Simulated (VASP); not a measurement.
# TaN (P4/mmm) in VASP: a series of runs

The runs below take TaN through single point, with LDA, LDA+U.

Everything below comes from runs of VASP 6.6.1. Logs are shortened: lines on timing, memory, paths and dates and some standing lists are left out, and cuts for length are marked.

## 1. The cell of the first run

It takes space group P4/mmm (No. 123, tetragonal). Conventional cell: a = 2.924 Å, b = 2.924 Å, c = 2.985 Å, α = 90.00°, β = 90.00°, γ = 90.00°. Ta (site symmetry 4/mmm) has 4 N at 2.07 Å within 2.7 Å. Within 2.7 Å of N (site symmetry 4/mmm) lie 4 Ta at 2.07 Å.

## 2. Single point, LDA

INCAR

```
SYSTEM = TaN
PREC = Accurate
ENCUT = 520
EDIFF = 1E-6
ISMEAR = -1
SIGMA = 0.05
LREAL = .FALSE.
LASPH = .TRUE.
NELM = 100
ALGO = Normal
ISIF = 2
LWAVE = .FALSE.
LCHARG = .FALSE.
GGA = CA
NBANDS = 24
```

KPOINTS

```
Automatic mesh
0
G
  8 8 6
  0 0 0
```

POSCAR

```
TaN
1.0
    4.1355771175      0.0000000000      0.0000000000
    0.0000000000      4.1355771175      0.0000000000
    0.0000000000      0.0000000000      2.9850154732
Ta N
2 2
Direct
    0.0000000000      0.0000000000      0.0000000000
    0.5000000000      0.5000000000      0.0000000000
    0.5000000000      0.0000000000     -0.0000004372
    0.0000000000      0.5000000000      1.0000004372
```

Potentials or basis: VASP PAW LDA potentials, release 64 (Ta_pv, N).

Run with:

```
cat potpaw_LDA.64/Ta_pv/POTCAR potpaw_LDA.64/N/POTCAR > POTCAR
mpirun -np 1 vasp_std > vasp.out
```

OUTCAR:

```text
SYSTEM = TaN
   PREC = Accurate
   ENCUT = 520
   EDIFF = 1E-6
   ISMEAR = -1
   LREAL = .FALSE.
   LASPH = .TRUE.
   NELM = 100
   ISIF = 2
   GGA = CA

 ion  position               nearest neighbor table
   1  0.000  0.000  0.000-   3 2.07   4 2.07   4 2.07   3 2.07   2 2.92   2 2.92   2 2.92   2 2.92

   2  0.500  0.500  0.000-   3 2.07   4 2.07   3 2.07   4 2.07   1 2.92   1 2.92   1 2.92   1 2.92

   3  0.500  0.000  1.000-   1 2.07   2 2.07   2 2.07   1 2.07
   4  0.000  0.500  0.000-   1 2.07   2 2.07   1 2.07   2 2.07

  LATTYP: Found a simple tetragonal cell.
 ALAT       =     4.1355771175
 C/A-ratio  =     0.7217893388

  Lattice vectors:

 A1 = (   4.1355771175,   0.0000000000,   0.0000000000)
 A2 = (   0.0000000000,   4.1355771175,   0.0000000000)
 A3 = (   0.0000000000,   0.0000000000,   2.9850154732)

Analysis of symmetry for initial positions (statically):
=====================================================================
 Subroutine PRICEL returns following result:

  LATTYP: Found a simple tetragonal cell.
 ALAT       =     2.9242946239
 C/A-ratio  =     1.0207642721

  Lattice vectors:

 A1 = (   2.0677885587,  -2.0677885587,   0.0000000000)
 A2 = (   2.0677885587,   2.0677885588,   0.0000000000)
 A3 = (   0.0000000000,   0.0000000000,   2.9850154732)

   2 primitive cells build up your supercell.

 Routine SETGRP: Setting up the symmetry group for a
 simple tetragonal supercell.

 Subroutine GETGRP returns: Found 16 space group operations
 (whereof 16 operations were pure point group operations)
 out of a pool of 16 trial point group operations.

The static configuration has the point symmetry D_4h.

Analysis of symmetry for dynamics (positions and initial velocities):
=====================================================================
 Subroutine PRICEL returns following result:

  LATTYP: Found a simple tetragonal cell.
 ALAT       =     2.9242946239
 C/A-ratio  =     1.0207642721

  Lattice vectors:

 A1 = (   2.0677885587,  -2.0677885587,   0.0000000000)
 A2 = (   2.0677885587,   2.0677885588,   0.0000000000)
 A3 = (   0.0000000000,   0.0000000000,   2.9850154732)

   2 primitive cells build up your supercell.

 Routine SETGRP: Setting up the symmetry group for a
 simple tetragonal supercell.

 Subroutine GETGRP returns: Found 16 space group operations
 (whereof 16 operations were pure point group operations)
 out of a pool of 16 trial point group operations.

The dynamic configuration has the point symmetry D_4h.

 Subroutine INISYM returns: Found 16 space group operations
 (whereof 16 operations are pure point group operations),
 and found     2 'primitive' translations

----------------------------------------------------------------------------------------

                                     Primitive cell

  volume of cell :      25.5264

  direct lattice vectors                    reciprocal lattice vectors
     2.067788559 -2.067788559  0.000000000     0.241804220 -0.241804220  0.000000000
     2.067788559  2.067788559  0.000000000     0.241804220  0.241804220  0.000000000
     0.000000000  0.000000000  2.985015473     0.000000000  0.000000000  0.335006639

  length of vectors
     2.924294624  2.924294624  2.985015473     0.341962808  0.341962808  0.335006639

  position of ions in fractional coordinates (direct lattice)
     0.000000000  0.000000000  0.000000000
     0.500000000  0.500000000  0.999999563

  ion indices of the primitive-cell ions
   primitive index   ion index
                 1           1
                 2           3

----------------------------------------------------------------------------------------

 KPOINTS: Automatic mesh

Automatic generation of k-mesh.
 Grid dimensions read from file:
 generate k-points for:    8    8    6

 Generating k-lattice:

  Cartesian coordinates                     Fractional coordinates (reciprocal lattice)
     0.030225528  0.000000000  0.000000000     0.125000000  0.000000000  0.000000000
     0.000000000  0.030225528  0.000000000     0.000000000  0.125000000  0.000000000
     0.000000000  0.000000000  0.055834440     0.000000000  0.000000000  0.166666667

  Length of vectors
     0.030225528  0.030225528  0.055834440

  Shift w.r.t. Gamma in fractional coordinates (k-lattice)
     0.000000000  0.000000000  0.000000000

 Subroutine IBZKPT returns following result:
 ===========================================

 Found     60 irreducible k-points:

 Following reciprocal coordinates:
            Coordinates               Weight
  0.000000  0.000000  0.000000      1.000000
  0.125000  0.000000  0.000000      4.000000
  0.250000  0.000000  0.000000      4.000000
  0.375000  0.000000  0.000000      4.000000
  0.500000  0.000000  0.000000      2.000000
  0.125000  0.125000  0.000000      4.000000
[... 16 lines left out ...]
  0.375000  0.125000  0.166667     16.000000
  0.500000  0.125000  0.166667      8.000000
 [... further k-points ...]
   k-points           NKPTS =     60   k-points in BZ     NKDIM =     60   number of bands    NBANDS=     24
   number of dos      NEDOS =    301   number of ions     NIONS =      4
   total plane-waves  NPLWV =  24576
   dimension x,y,z NGX =    32 NGY =   32 NGZ =   24
   dimension x,y,z NGXF=    64 NGYF=   64 NGZF=   48
   ions per type =               2   2
   NGX,Y,Z   is equivalent  to a cutoff of  12.86, 12.86, 13.37 a.u.
   NGXF,Y,Z  is equivalent  to a cutoff of  25.73, 25.73, 26.73 a.u.
 SYSTEM =  TaN
   PREC   = accura    normal or accurate (medium, high low for compatibility)
   ISTART =      0    job   : 0-new  1-cont  2-samecut
   ICHARG =      2    charge: 1-file 2-atom 10-const
   ISPIN  =      1    spin polarized calculation?
   LNONCOLLINEAR =      F non collinear calculations
   LSORBIT =      F    spin-orbit coupling
   LASPH  =      T    aspherical Exc in radial PAW
   ENCUT  =  520.0 eV  38.22 Ry    6.18 a.u.   7.69  7.69  5.55*2*pi/ulx,y,z
   NELM   =    100;   NELMIN=  2; NELMDL= -5     # of ELM steps
   EDIFF  = 0.1E-05   stopping-criterion for ELM
   LREAL  =      F    real-space projection
   EDIFFG = 0.1E-04   stopping-criterion for IOM
   NSW    =      0    number of steps for IOM
   IBRION =     -1    ionic relax: 0-MD 1-quasi-New 2-CG
   NFREE  =      0    steps in history (QN), initial steepest desc. (CG)
   ISIF   =      2    stress and relaxation
   ISYM   =      2    0-nonsym 1-usesym 2-fastsym
   POTIM  = 0.5000    time-step for ionic-motion
   TEBEG  =    0.0;   TEEND  =   0.0 temperature during run
   PSTRESS=    0.0 pullay stress
   NELECT =      32.0000    total number of electrons
   NUPDOWN=      -1.0000    fix difference up-down
   EMIN   =  10.00;   EMAX   =-10.00  energy-range for DOS
   EFERMI =   0.00;   METHOD = LEGACY
   ISMEAR =    -1;   SIGMA  =   0.05  broadening in eV -4-tet -1-fermi 0-gaus
   EFERMI_NEDOS =   21; number of points for ismear=-14 and -15
   IALGO  =     38    algorithm
   IMIX   =      4    mixing-type and parameters
     AMIX     =   0.40;   BMIX     =  1.00
     AMIX_MAG =   1.60;   BMIX_MAG =  1.00
  volume/ion in A,a.u.               =      12.76        86.13
  Fermi-wavevector in a.u.,A,eV,Ry     =   1.401044  2.647590 26.707219  1.962925
  Thomas-Fermi vector in A             =   2.523945
   LORBIT       =      0    0 simple, 1 ext, 2 COOP (PROOUT), +10 PAW based schemes
   GGA     = CA    functional components
   LHFCALC =     F    Hartree Fock is set to
   AEXX    =    0.0000 exact exchange contribution
   IVDW    =     0    specifies the selected vdW correction
   LEPSILON=     F    determine dielectric tensor
   LRPA    =     F    only Hartree local field effects (RPA)
 non-spin polarized calculation
  energy-cutoff  :      520.00
  volume of cell :       51.05
 maximum number of plane-waves:      1393
 NGX is ok and might be reduce to    32
   NGX = 15   NGY = 15   NGZ = 11

 number of electron      32.0000001 magnetization

 Free energy of the ion-electron system (eV)
  ---------------------------------------------------
  ext. energy  EPLUGINS =         0.00000000
  ---------------------------------------------------
  free energy    TOTEN  =       -47.12067608 eV

  energy without entropy =      -47.10917086  energy(sigma->0) =      -47.11492347

 E-fermi :   6.1599     XC(G=0): -12.4818

 val. band max:        6.0614294982   @ k =   0.5000   0.2500   0.5000
 cond. band min:       6.1650885426   @ k =   0.2500   0.2500   0.1667
 fundamental gap:      0.1036590444
 Fermi energy:         6.1599307889

 k-point     1 :       0.0000    0.0000    0.0000
  band No.  band energies     occupation
      1     -29.1399      2.00000
      2     -29.1399      2.00000
      3     -28.4741      2.00000
      4     -28.4741      2.00000
      5     -28.3737      2.00000
      6     -28.2436      2.00000
[... 16 lines left out ...]
     23      11.9486      0.00000
     24      12.1080      0.00000

 k-point     2 :       0.1250    0.0000    0.0000
  band No.  band energies     occupation
      1     -29.1225      2.00000
      2     -29.1156      2.00000
      3     -28.5085      2.00000
      4     -28.5006      2.00000
      5     -28.3685      2.00000
      6     -28.2483      2.00000
[... 16 lines left out ...]
     23      11.7203      0.00000
     24      12.5144      0.00000

 k-point     3 :       0.2500    0.0000    0.0000
  band No.  band energies     occupation
      1     -29.0698      2.00000
      2     -29.0459      2.00000
      3     -28.6020      2.00000
      4     -28.5753      2.00000
      5     -28.3538      2.00000
      6     -28.2618      2.00000
[... 16 lines left out ...]
     23      11.0247      0.00000
     24      12.8870      0.00000
[... 514 lines left out ...]
 k-point    23 :       0.3750    0.1250    0.1667
  band No.  band energies     occupation
      1     -29.1057      2.00000
      2     -28.8798      2.00000
      3     -28.7693      2.00000
      4     -28.5304      2.00000
      5     -28.4672      2.00000
      6     -28.4172      2.00000
[... 16 lines left out ...]
     23      12.1751      0.00000
     24      13.2024      0.00000

 k-point    24 :       0.5000    0.1250    0.1667
  band No.  band energies     occupation
      1     -29.0108      2.00000
      2     -29.0108      2.00000
      3     -28.6396      2.00000
      4     -28.6396      2.00000
      5     -28.4420      2.00000
      6     -28.4420      2.00000
[... 16 lines left out ...]
     23      12.7031      0.00000
     24      12.7031      0.00000

 [... further k-points ...]
[... 5 lines left out ...]
  --------------------------------------------------------------------------------------
  -------------------------------------------------------------------------------------
  Total        0.6348984      0.6348984      0.0787200      0.0000000     -0.0000000      0.0000000
  in kB       19.9248933     19.9248933      2.4704553      0.0000000     -0.0000000      0.0000000
  external PRESSURE =      14.1067473 kB  Pullay stress =       0.0000000 kB

 VOLUME and BASIS-vectors are now :
 -----------------------------------------------------------------------------
  energy-cutoff  :      520.00
  volume of cell :       51.05
      direct lattice vectors                 reciprocal lattice vectors
     4.135577117  0.000000000  0.000000000     0.241804220  0.000000000  0.000000000
     0.000000000  4.135577117  0.000000000     0.000000000  0.241804220  0.000000000
     0.000000000  0.000000000  2.985015473     0.000000000  0.000000000  0.335006639

 POSITION                                       TOTAL-FORCE (eV/Angst)
 -----------------------------------------------------------------------------------
      0.00000      0.00000      0.00000         0.000000      0.000000     -0.000000
      2.06779      2.06779      0.00000        -0.000000     -0.000000      0.000000
      2.06779      0.00000      2.98501         0.000000      0.000000     -0.000000
      0.00000      2.06779      0.00000         0.000000      0.000000     -0.000000
 -----------------------------------------------------------------------------------
    total drift:                                0.000000     -0.000000      0.000000

  FREE ENERGIE OF THE ION-ELECTRON SYSTEM (eV)
  ---------------------------------------------------
  free  energy   TOTEN  =       -47.1206760799 eV

  energy  without entropy=      -47.1091708577  energy(sigma->0) =      -47.11492347
```

It took 17 s on 1 thread of Intel Xeon 6975P-C (Granite Rapids), shared host; peak memory 0.18 GiB.

Results:

| Item | Value |
| --- | --- |
| Free energy | -47.1207 eV |
| Pressure | 1.4 GPa |
| Band gap on the k mesh | zero (band 16 reaches 7.88 eV, above the bottom of band 17 at 4.05 eV) |

Caveat: spin-orbit coupling is left out, which moves the levels of the heavy elements.

## 3. Single point, LDA+U

This run uses another cell than the first one, of 12.79 Å³/atom, 1.002 times its volume.

INCAR

```
ALGO = Normal ; EDIFF = 1E-6
ENCUT = 520 ; GGA = CA
ISIF = 2 ; ISMEAR = -1
LASPH = T ; LCHARG = F
LDAU = T ; LDAUJ = 0 0
LDAUL = 2 -1 ; LDAUPRINT = 1
LDAUTYPE = 2 ; LDAUU = 1 0
LMAXMIX = 4 ; LREAL = F
LWAVE = F ; NBANDS = 24
NELM = 150 ; PREC = Accurate
SIGMA = 0.05
```

KPOINTS

```
k-points
0
Gamma
  8 8 6
```

POSCAR

```
TaN
1.0
    4.1384415940      0.0000000000      0.0000000000
    0.0000000000      4.1384415940      0.0000000000
    0.0000000000      0.0000000000      2.9880389102
Ta N
2 2
Direct
    0.0000000000      0.0000000000      0.0000000000
    0.5000000000      0.5000000000      0.0000000000
    0.5000000000      0.0000000000      0.0000004789
    0.0000000000      0.5000000000      0.9999995211
```

Potentials or basis: VASP PAW LDA potentials, release 64 (Ta_pv, N).

Run with:

```
cat potpaw_LDA.64/Ta_pv/POTCAR potpaw_LDA.64/N/POTCAR > POTCAR
mpirun -np 1 vasp_std > vasp.out
```

Run time: 18 s. Hardware: 1 thread of Intel Xeon 6975P-C (Granite Rapids), shared host; peak memory 0.18 GiB.

Results (log left out):

- Free energy: -45.2987 eV
- Pressure: 3.0 GPa
- Band gap on the k mesh: zero (band 16 reaches 8.06 eV, above the bottom of band 17 at 4.08 eV)

Stress tensor (GPa, compression positive):
```
4.08 0.00 0.00
0.00 4.08 0.00
0.00 0.00 0.98
```

Levels at points of the mesh, in eV from the Fermi level:
```
           k point  band 14  band 15  band 16  band 17  band 18  band 19
(0.00, 0.00, 0.00)    -2.47    -2.03    -2.00    -1.37     1.10     1.10
(0.50, 0.00, 0.00)    -3.22    -2.73    -2.73     2.21     2.21     2.31
(0.50, 0.50, 0.00)    -3.55    -3.03    -3.03     4.02     4.02     4.04
(0.00, 0.00, 0.50)    -2.82    -2.82    -2.18    -2.18     1.05     1.05
(0.50, 0.00, 0.50)    -4.06    -1.27    -1.27     2.48     2.48     2.65
(0.50, 0.50, 0.50)    -6.23     1.80     1.80     2.46     2.46     3.11
```

Eigenvalues of the final occupation matrices:
```csv
site,spin,trace,eigenvalues
site 1 d,1,1.22,0.18 0.18 0.24 0.29 0.33
site 1 d,2,1.22,0.18 0.18 0.24 0.29 0.33
site 2 d,1,1.22,0.18 0.18 0.24 0.29 0.33
site 2 d,2,1.22,0.18 0.18 0.24 0.29 0.33
```

Caveat: spin-orbit coupling is left out, which moves the levels of the heavy elements; U without spin polarisation on a metal has little footing.
